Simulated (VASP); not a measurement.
# Si62P (a cell with a defect): single point with PBEsol

Si62P (a cell with a defect):

```
CELL_PARAMETERS angstrom
10.86000 0.00000 0.00000
0.00000 10.86000 0.00000
0.00000 0.00000 10.86000
ATOMIC_POSITIONS crystal
Si 0.50006 0.99911 0.99894
Si 0.62234 0.13191 0.12012
Si 0.74704 0.25639 0.99309
Si 0.87658 0.37422 0.12339
Si 0.74865 0.00560 0.24493
Si 0.87460 0.12476 0.37513
Si 0.99859 0.99723 0.00215
Si 0.12473 0.12441 0.12502
Si 0.25004 0.24967 0.00080
Si 0.37681 0.37587 0.12359
Si 0.50151 0.50107 0.99820
Si 0.62584 0.62475 0.12583
Si 0.74959 0.74945 0.99975
Si 0.87328 0.87248 0.12782
Si 0.24722 0.99773 0.25125
Si 0.37311 0.12201 0.37684
Si 0.49630 0.24953 0.25269
Si 0.62463 0.37539 0.37634
Si 0.74915 0.49855 0.25124
Si 0.86294 0.61957 0.39121
Si 0.50265 0.99780 0.50102
Si 0.62434 0.12604 0.62563
Si 0.75008 0.24964 0.49994
Si 0.87840 0.37139 0.62487
Si 0.74685 0.99545 0.74655
Si 0.87195 0.12055 0.87665
Si 0.00125 0.49996 0.00106
Si 0.11931 0.62815 0.13172
Si 0.24491 0.75181 0.00318
Si 0.37583 0.87588 0.12679
Si 0.00008 0.24935 0.25055
Si 0.12965 0.37584 0.37014
Si 0.25395 0.50365 0.24923
Si 0.37976 0.62726 0.37916
Si 0.50412 0.75088 0.25335
Si 0.62947 0.88199 0.37117
Si 0.99620 0.99736 0.50180
Si 0.12492 0.12560 0.62504
Si 0.25160 0.25280 0.50099
Si 0.38079 0.38129 0.62436
Si 0.51322 0.50957 0.50510
Si 0.86933 0.87012 0.61975
Si 0.25242 0.00018 0.74778
Si 0.37589 0.12616 0.87481
Si 0.50017 0.25280 0.75022
Si 0.62736 0.38599 0.86391
Si 0.75339 0.50950 0.73547
Si 0.87525 0.62502 0.87426
Si 0.98687 0.74564 0.26298
Si 0.12119 0.87296 0.37628
Si 0.00271 0.49605 0.50098
Si 0.12526 0.62419 0.62540
Si 0.24919 0.75030 0.50041
Si 0.37836 0.87107 0.62505
Si 0.99871 0.24560 0.75458
Si 0.12591 0.37421 0.87501
Si 0.25058 0.49994 0.75052
Si 0.37304 0.62589 0.87702
Si 0.50490 0.74175 0.74476
Si 0.62326 0.87085 0.87259
Si 0.99689 0.74944 0.74721
Si 0.12428 0.87802 0.87232
P 0.65846 0.64534 0.59729
```

- Program: VASP 6.6.1
- Task: single point
- Functional: PBEsol
- Potentials or basis: VASP PAW PBE potentials, release 64 (Si, P)
- Cutoff: 400 eV
- k mesh: 1 × 1 × 1
- Occupations: gaussian, width 0.05 eV
- Spin: collinear spin

```json
{
  "Pressure": "-0.2 GPa",
  "Largest force": "1.056 eV/Å",
  "Net moment": "0.94 μB per cell",
  "Site moments": "Si +0.00, +0.01, -0.00, +0.06, +0.02 (each value once); P +0.00 μB",
  "Valence electrons inside the program's atomic spheres": "Si 1.69, 1.68, 1.70, 1.63, 1.67, 1.65, 1.64, 1.66 (each value once); P 2.43"
}
```

Forces on the atoms (eV/Å):
```
Si   0.009  0.001 -0.004
Si   0.031 -0.028  0.023
Si   0.007 -0.038  0.034
Si  -0.001  0.022  0.011
Si   0.028  0.008 -0.003
Si   0.015  0.018 -0.009
Si   0.011  0.007 -0.016
Si   0.009  0.009  0.004
Si  -0.005 -0.001 -0.008
Si  -0.008 -0.005  0.015
Si  -0.008 -0.014  0.019
Si   0.011  0.005 -0.003
Si   0.005  0.008 -0.001
Si   0.018  0.009 -0.015
Si   0.004  0.007 -0.011
Si   0.009 -0.002  0.000
Si   0.026 -0.005 -0.014
Si  -0.001 -0.024 -0.018
Si   0.002  0.026  0.006
Si   0.077  0.109 -0.117
Si  -0.006  0.021 -0.018
Si   0.012  0.009  0.009
Si   0.001  0.000 -0.009
Si  -0.051  0.041  0.003
Si   0.013  0.020 -0.004
Si   0.024  0.012 -0.005
Si  -0.007  0.028 -0.038
Si   0.070  0.008 -0.063
Si   0.073 -0.005 -0.065
Si   0.010  0.005  0.003
Si   0.004  0.024 -0.015
Si  -0.020  0.013  0.037
Si   0.001  0.006  0.001
Si  -0.006 -0.018 -0.006
Si   0.001 -0.016 -0.016
Si   0.027  0.008  0.002
Si   0.092  0.092 -0.022
Si   0.046  0.035  0.003
Si   0.018  0.012 -0.016
Si  -0.019 -0.028  0.026
Si  -0.023 -0.055  0.006
Si   0.119  0.150 -0.030
Si   0.009 -0.022 -0.001
Si  -0.009 -0.013  0.008
Si  -0.009 -0.031  0.005
Si  -0.011 -0.096  0.099
Si  -0.133 -0.086  0.129
Si  -0.036  0.008 -0.023
Si   0.095 -0.005 -0.095
Si   0.016  0.005 -0.012
Si  -0.026  0.045 -0.031
Si   0.006  0.003  0.001
Si   0.015 -0.002 -0.005
Si   0.023 -0.011 -0.006
Si  -0.005  0.036 -0.039
Si  -0.002  0.005  0.005
Si  -0.004 -0.006 -0.004
Si   0.080 -0.029 -0.073
Si   0.205 -0.066 -0.152
Si   0.029  0.015 -0.003
Si   0.004  0.006 -0.033
Si   0.002 -0.013 -0.006
P   -0.868 -0.214  0.562
```

Stress tensor (GPa, compression positive):
```
-0.45  0.13 -0.31
 0.13  0.08 -0.55
-0.31 -0.55 -0.35
```

Levels at points of the mesh, in eV from the Fermi level:
Spin up:
| k point | band 123 | band 124 | band 125 | band 126 | band 127 | band 128 | band 129 | band 130 | band 131 | band 132 |
| --- | --- | --- | --- | --- | --- | --- | --- | --- | --- | --- |
| (0.00, 0.00, 0.00) | -1.02 | -0.79 | -0.76 | -0.34 | -0.03 | 0.03 | 0.12 | 0.16 | 0.18 | 0.25 |
Spin down:
```tsv
k point	band 124	band 125	band 126	band 127	band 128	band 129
(0.00, 0.00, 0.00)	-0.75	-0.73	-0.32	0.07	0.09	0.14
```

Run time: 19 min on 1 thread of Intel Xeon 8259CL, with other jobs on the host, peak memory 1 GiB.

Caveat: the k points lie up to 0.58 Å⁻¹ apart; the PAW data sets were made with another functional, which shifts forces and pressure a little.
